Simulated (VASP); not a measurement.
# HfN (Cmcm) in VASP: a series of runs

The runs below take HfN through single point, with PBEsol.

All numbers are computed with VASP 6.6.1; they aren't measurements. Logs are shortened: lines on timing, memory, paths and dates and some standing lists are left out, and cuts for length are marked.

## (1) The cell of the first run

It takes space group Cmcm (No. 63, orthorhombic). Conventional cell: a = 4.502 Å, b = 4.502 Å, c = 4.502 Å, α = 90.00°, β = 90.00°, γ = 90.00°. Within 2.9 Å of Hf (site symmetry m2m) lie 6 N at 2.21 to 2.29 Å. N (site symmetry m2m) has 6 Hf at 2.21 to 2.29 Å within 2.9 Å.

## (2) Single point, PBEsol (mode 4 frozen in at -0.021 Å and mode 11 at +0.045 Å (largest displacements))

Input file INCAR:

```
SYSTEM = HfN
PREC     = Accurate       ! precision mode
ENCUT    = 520            ! plane-wave cutoff, eV
EDIFF    = 1E-6           ! SCF threshold, eV
ISMEAR   = 0              ! smearing method
SIGMA    = 0.15           ! smearing width, eV
LREAL    = .False.        ! projectors in reciprocal space
LASPH    = .True.         ! aspherical terms in the spheres
NELM     = 100            ! most SCF steps
ALGO     = Normal         ! electronic algorithm
ISIF     = 2              ! what is computed and relaxed
LWAVE    = .False.        ! write WAVECAR
LCHARG   = .False.        ! write CHGCAR
GGA      = PS             ! functional
NBANDS   = 23             ! bands
```

Input file KPOINTS:

```
regular mesh
0
Gamma
  14 14 10
  0 0 0
```

Input file POSCAR:

```
HfN
1.0
    0.0000000000     -2.2508000098     -2.2508000098
    0.0000000000      2.2508000098     -2.2508000098
    4.5016000196      0.0000000000      0.0000000000
Hf N
2 2
Direct
    0.5043063518      0.4956936482      0.5000000000
   -0.0043063518      0.0043063518      0.0000000000
    0.4874877270      0.5125122730      0.0000000000
    0.0125122730     -0.0125122730      0.5000000000
```

Potentials or basis: VASP PAW PBE potentials, release 64 (Hf_pv, N).

Run with:

```sh
> cat potpaw_PBE.64/Hf_pv/POTCAR potpaw_PBE.64/N/POTCAR > POTCAR
> mpirun -np 1 vasp_std > vasp.out
```

OUTCAR:

```text
SYSTEM = HfN
   PREC = Accurate
   ENCUT = 520
   EDIFF = 1E-6
   ISMEAR = 0
   LREAL = .False.
   LASPH = .True.
   NELM = 100
   ISIF = 2
   GGA = PS

 ion  position               nearest neighbor table
   1  0.504  0.496  0.500-   4 2.21   4 2.25   4 2.25   3 2.25   3 2.25   4 2.29   2 3.16   2 3.16
                             2 3.18   2 3.18   2 3.18   2 3.18   2 3.21   2 3.21
   2  0.996  0.004  0.000-   3 2.21   3 2.25   3 2.25   4 2.25   4 2.25   3 2.29   1 3.16   1 3.16
                             1 3.18   1 3.18   1 3.18   1 3.18   1 3.21   1 3.21
   3  0.487  0.513  0.000-   2 2.21   2 2.25   2 2.25   1 2.25   1 2.25   2 2.29
   4  0.013  0.987  0.500-   1 2.21   1 2.25   1 2.25   2 2.25   2 2.25   1 2.29

  LATTYP: Found a simple tetragonal cell.
 ALAT       =     3.1831119000
 C/A-ratio  =     1.4142135624

  Lattice vectors:

 A1 = (   0.0000000000,  -2.2508000098,  -2.2508000098)
 A2 = (   0.0000000000,   2.2508000098,  -2.2508000098)
 A3 = (   4.5016000196,   0.0000000000,   0.0000000000)

Analysis of symmetry for initial positions (statically):
=====================================================================
 Subroutine PRICEL returns:
 Original cell was already a primitive cell.

 Routine SETGRP: Setting up the symmetry group for a
 simple tetragonal supercell.

 Subroutine GETGRP returns: Found  8 space group operations
 (whereof  4 operations were pure point group operations)
 out of a pool of 16 trial point group operations.

The static configuration has the point symmetry C_2v.
 The point group associated with its full space group is D_2h.

Analysis of symmetry for dynamics (positions and initial velocities):
=====================================================================
 Subroutine PRICEL returns:
 Original cell was already a primitive cell.

 Routine SETGRP: Setting up the symmetry group for a
 simple tetragonal supercell.

 Subroutine GETGRP returns: Found  8 space group operations
 (whereof  4 operations were pure point group operations)
 out of a pool of 16 trial point group operations.

The dynamic configuration has the point symmetry C_2v.
 The point group associated with its full space group is D_2h.

 Subroutine INISYM returns: Found  8 space group operations
 (whereof  4 operations are pure point group operations),
 and found     1 'primitive' translations

----------------------------------------------------------------------------------------

                                     Primitive cell

  volume of cell :      45.6111

  direct lattice vectors                    reciprocal lattice vectors
     0.000000000 -2.250800010 -2.250800010     0.000000000 -0.222143237 -0.222143237
     0.000000000  2.250800010 -2.250800010     0.000000000  0.222143237 -0.222143237
     4.501600020  0.000000000  0.000000000     0.222143237  0.000000000  0.000000000

  length of vectors
     3.183111900  3.183111900  4.501600020     0.314157979  0.314157979  0.222143237

  position of ions in fractional coordinates (direct lattice)
     0.504306352  0.495693648  0.500000000
     0.995693648  0.004306352  0.000000000
     0.487487727  0.512512273  0.000000000
     0.012512273  0.987487727  0.500000000

  ion indices of the primitive-cell ions
   primitive index   ion index
                 1           1
                 2           2
                 3           3
                 4           4

----------------------------------------------------------------------------------------

 KPOINTS: regular mesh

Automatic generation of k-mesh.
 Grid dimensions read from file:
 generate k-points for:   14   14   10

 Generating k-lattice:

  Cartesian coordinates                     Fractional coordinates (reciprocal lattice)
     0.000000000 -0.015867374 -0.015867374     0.071428571  0.000000000  0.000000000
     0.000000000  0.015867374 -0.015867374     0.000000000  0.071428571  0.000000000
     0.022214324  0.000000000  0.000000000     0.000000000  0.000000000  0.100000000

  Length of vectors
     0.022439856  0.022439856  0.022214324

  Shift w.r.t. Gamma in fractional coordinates (k-lattice)
     0.000000000  0.000000000  0.000000000

 Subroutine IBZKPT returns following result:
 ===========================================

 Found    342 irreducible k-points:

 Following reciprocal coordinates:
            Coordinates               Weight
  0.000000  0.000000  0.000000      1.000000
  0.071429  0.000000  0.000000      4.000000
  0.142857  0.000000  0.000000      4.000000
  0.214286  0.000000  0.000000      4.000000
  0.285714  0.000000  0.000000      4.000000
  0.357143  0.000000  0.000000      4.000000
[... 16 lines left out ...]
 -0.142857  0.142857  0.000000      2.000000
  0.214286  0.142857  0.000000      4.000000
 [... further k-points ...]
   k-points           NKPTS =    342   k-points in BZ     NKDIM =    342   number of bands    NBANDS=     23
   number of dos      NEDOS =    301   number of ions     NIONS =      4
   total plane-waves  NPLWV =  20736
   dimension x,y,z NGX =    24 NGY =   24 NGZ =   36
   dimension x,y,z NGXF=    48 NGYF=   48 NGZF=   72
   ions per type =               2   2
   NGX,Y,Z   is equivalent  to a cutoff of  12.53, 12.53, 13.29 a.u.
   NGXF,Y,Z  is equivalent  to a cutoff of  25.07, 25.07, 26.59 a.u.
 SYSTEM =  HfN
   PREC   = accura    normal or accurate (medium, high low for compatibility)
   ISTART =      0    job   : 0-new  1-cont  2-samecut
   ICHARG =      2    charge: 1-file 2-atom 10-const
   ISPIN  =      1    spin polarized calculation?
   LNONCOLLINEAR =      F non collinear calculations
   LSORBIT =      F    spin-orbit coupling
   LASPH  =      T    aspherical Exc in radial PAW
   ENCUT  =  520.0 eV  38.22 Ry    6.18 a.u.   5.92  5.92  8.37*2*pi/ulx,y,z
   NELM   =    100;   NELMIN=  2; NELMDL= -5     # of ELM steps
   EDIFF  = 0.1E-05   stopping-criterion for ELM
   LREAL  =      F    real-space projection
   EDIFFG = 0.1E-04   stopping-criterion for IOM
   NSW    =      0    number of steps for IOM
   IBRION =     -1    ionic relax: 0-MD 1-quasi-New 2-CG
   NFREE  =      0    steps in history (QN), initial steepest desc. (CG)
   ISIF   =      2    stress and relaxation
   ISYM   =      2    0-nonsym 1-usesym 2-fastsym
   POTIM  = 0.5000    time-step for ionic-motion
   TEBEG  =    0.0;   TEEND  =   0.0 temperature during run
   PSTRESS=    0.0 pullay stress
   NELECT =      30.0000    total number of electrons
   NUPDOWN=      -1.0000    fix difference up-down
   EMIN   =  10.00;   EMAX   =-10.00  energy-range for DOS
   EFERMI =   0.00;   METHOD = LEGACY
   ISMEAR =     0;   SIGMA  =   0.15  broadening in eV -4-tet -1-fermi 0-gaus
   EFERMI_NEDOS =   21; number of points for ismear=-14 and -15
   IALGO  =     38    algorithm
   IMIX   =      4    mixing-type and parameters
     AMIX     =   0.40;   BMIX     =  1.00
     AMIX_MAG =   1.60;   BMIX_MAG =  1.00
  volume/ion in A,a.u.               =      11.40        76.95
  Fermi-wavevector in a.u.,A,eV,Ry     =   1.423721  2.690443 27.578773  2.026983
  Thomas-Fermi vector in A             =   2.544289
   LORBIT       =      0    0 simple, 1 ext, 2 COOP (PROOUT), +10 PAW based schemes
   GGA     = PS    functional components
   LHFCALC =     F    Hartree Fock is set to
   AEXX    =    0.0000 exact exchange contribution
   IVDW    =     0    specifies the selected vdW correction
   LEPSILON=     F    determine dielectric tensor
   LRPA    =     F    only Hartree local field effects (RPA)
 non-spin polarized calculation
 Gauss-broadening in eV      SIGMA  =   0.15
  energy-cutoff  :      520.00
  volume of cell :       45.61
 maximum number of plane-waves:      1272
   NGX = 11   NGY = 11   NGZ = 17

 number of electron      30.0000003 magnetization

 Free energy of the ion-electron system (eV)
  ---------------------------------------------------
  ext. energy  EPLUGINS =         0.00000000
  ---------------------------------------------------
  free energy    TOTEN  =       -45.95432391 eV

  energy without entropy =      -45.93966124  energy(sigma->0) =      -45.94699258

 E-fermi :   8.2898     XC(G=0): -12.9508

 val. band max:        8.2868969846   @ k =   0.4286   0.4286   0.4000
 cond. band min:       8.2909661833   @ k =   0.4286   0.2143   0.2000
 fundamental gap:      0.0040691987
 Fermi energy:         8.2897979178

 k-point     1 :       0.0000    0.0000    0.0000
  band No.  band energies     occupation
      1     -23.5555      2.00000
      2     -23.0464      2.00000
      3     -23.0435      2.00000
      4     -22.7211      2.00000
      5     -22.7200      2.00000
      6     -22.7196      2.00000
[... 15 lines left out ...]
     22      12.4479      0.00000
     23      14.0118      0.00000

 k-point     2 :       0.0714    0.0000    0.0000
  band No.  band energies     occupation
      1     -23.5431      2.00000
      2     -23.0694      2.00000
      3     -23.0375      2.00000
      4     -22.7551      2.00000
      5     -22.7279      2.00000
      6     -22.7210      2.00000
[... 15 lines left out ...]
     22      12.7231      0.00000
     23      13.7277      0.00000

 k-point     3 :       0.1429    0.0000    0.0000
  band No.  band energies     occupation
      1     -23.5071      2.00000
      2     -23.1366      2.00000
      3     -23.0162      2.00000
      4     -22.8512      2.00000
      5     -22.7527      2.00000
      6     -22.7231      2.00000
[... 15 lines left out ...]
     22      13.2123      0.00000
     23      13.4660      0.00000
[... 495 lines left out ...]
 k-point    23 :      -0.1429    0.1429    0.0000
  band No.  band energies     occupation
      1     -23.4622      2.00000
      2     -23.1427      2.00000
      3     -23.0713      2.00000
      4     -22.9155      2.00000
      5     -22.7818      2.00000
      6     -22.7815      2.00000
[... 15 lines left out ...]
     22      13.4523      0.00000
     23      13.7337      0.00000

 k-point    24 :       0.2143    0.1429    0.0000
  band No.  band energies     occupation
      1     -23.4094      2.00000
      2     -23.2223      2.00000
      3     -23.0521      2.00000
      4     -23.0254      2.00000
      5     -22.8171      2.00000
      6     -22.8020      2.00000
[... 15 lines left out ...]
     22      13.8423      0.00000
     23      13.8453      0.00000

 [... further k-points ...]
[... 5 lines left out ...]
  --------------------------------------------------------------------------------------
  -------------------------------------------------------------------------------------
  Total       -0.6913229     -0.4004618     -0.5898803      0.0000000      0.0000000      0.0000000
  in kB      -24.2840323    -14.0669820    -20.7206698      0.0000000      0.0000000      0.0000000
  external PRESSURE =     -19.6905614 kB  Pullay stress =       0.0000000 kB

 VOLUME and BASIS-vectors are now :
 -----------------------------------------------------------------------------
  energy-cutoff  :      520.00
  volume of cell :       45.61
      direct lattice vectors                 reciprocal lattice vectors
     0.000000000 -2.250800010 -2.250800010     0.000000000 -0.222143237 -0.222143237
     0.000000000  2.250800010 -2.250800010     0.000000000  0.222143237 -0.222143237
     4.501600020  0.000000000  0.000000000     0.222143237  0.000000000  0.000000000

 POSITION                                       TOTAL-FORCE (eV/Angst)
 -----------------------------------------------------------------------------------
      2.25080     -0.01939     -2.25080         0.000000     -0.015479      0.000000
      0.00000     -2.23141     -2.25080         0.000000      0.015479      0.000000
      0.00000      0.05633     -2.25080         0.000000     -0.613091      0.000000
      2.25080      2.19447     -2.25080         0.000000      0.613091      0.000000
 -----------------------------------------------------------------------------------
    total drift:                               -0.000000     -0.000000     -0.000000

  FREE ENERGIE OF THE ION-ELECTRON SYSTEM (eV)
  ---------------------------------------------------
  free  energy   TOTEN  =       -45.9543239139 eV

  energy  without entropy=      -45.9396612398  energy(sigma->0) =      -45.94699258
```

Run time: 85 s. Hardware: 1 thread of Intel Xeon 6975P-C (Granite Rapids), shared host; peak memory 0.4 GiB.

What came out:

```
Free energy            : -45.9543 eV
Pressure               : -2.0 GPa
Largest force          : 0.613 eV/Å
Band gap on the k mesh : zero (band 15 reaches 11.63 eV, above the bottom of band 16 at 4.97 eV)
```

Forces on the atoms (eV/Å):
```
Hf   0.000 -0.015  0.000
Hf   0.000  0.015  0.000
N    0.000 -0.613  0.000
N    0.000  0.613  0.000
```

Stress tensor (GPa, compression positive):
```
-2.43  0.00  0.00
 0.00 -1.41  0.00
 0.00  0.00 -2.07
```

Caveat: the cell differs from its parent crystal (mode 4 frozen in at -0.021 Å and mode 11 at +0.045 Å (largest displacements)); the PAW data sets were made with another functional, which shifts forces and pressure a little; spin-orbit coupling is left out, which moves the levels of the heavy elements.

(Continued in part 2 of 3.)
